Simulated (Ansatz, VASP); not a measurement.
MnO in VASP and in Ansatz

```
CELL_PARAMETERS angstrom
3.16591 0.00000 0.00000
1.58295 2.74176 0.00000
1.58295 0.91392 2.58495
ATOMIC_POSITIONS crystal
Mn 0.00000 0.00000 0.00000
O 0.50000 0.50000 0.50000
```

Change from the starting cell: volume scaled by 1.02.

Alike in both runs: task single point; functional RPBE; dispersion D3(BJ); k mesh 10 × 10 × 10; occupations fermi-dirac, width 0.1 eV; collinear spin; Hubbard terms Mn d U = 2.0 eV.

|  | VASP | Ansatz |
| --- | --- | --- |
| version | VASP 6.6.1 | Ansatz 0.2.0 |
| potentials or method | VASP PAW PBE potentials, release 64 (Mn_pv, O), cutoff 520 eV | all-electron LAPW, scalar-relativistic |

```tsv
	VASP	Ansatz	Ansatz less VASP
gap on the k mesh at the Fermi level (eV)	none	none	-
pressure (GPa)	-17.4	-16.8	+0.60
net moment per atom (μB)	2.50	2.50	0.000
size of the moment on the site where the two differ most (μB)	0.18	0.20	+0.026
```

VASP's potentials were made for PBE, not for RPBE. Site moments also hang on the region over which each program counts them. The programs project onto different local orbitals, so the same U acts differently, and such runs can settle in different states. A gap of «none» marks a metal or a gap that the smearing closes. Ansatz ran all-electron here, and VASP with PAW potentials.

Noted on Ansatz's run: the magnetic state may not be the lowest; U is the effective U less J, on atomic orbitals that reach past the spheres.
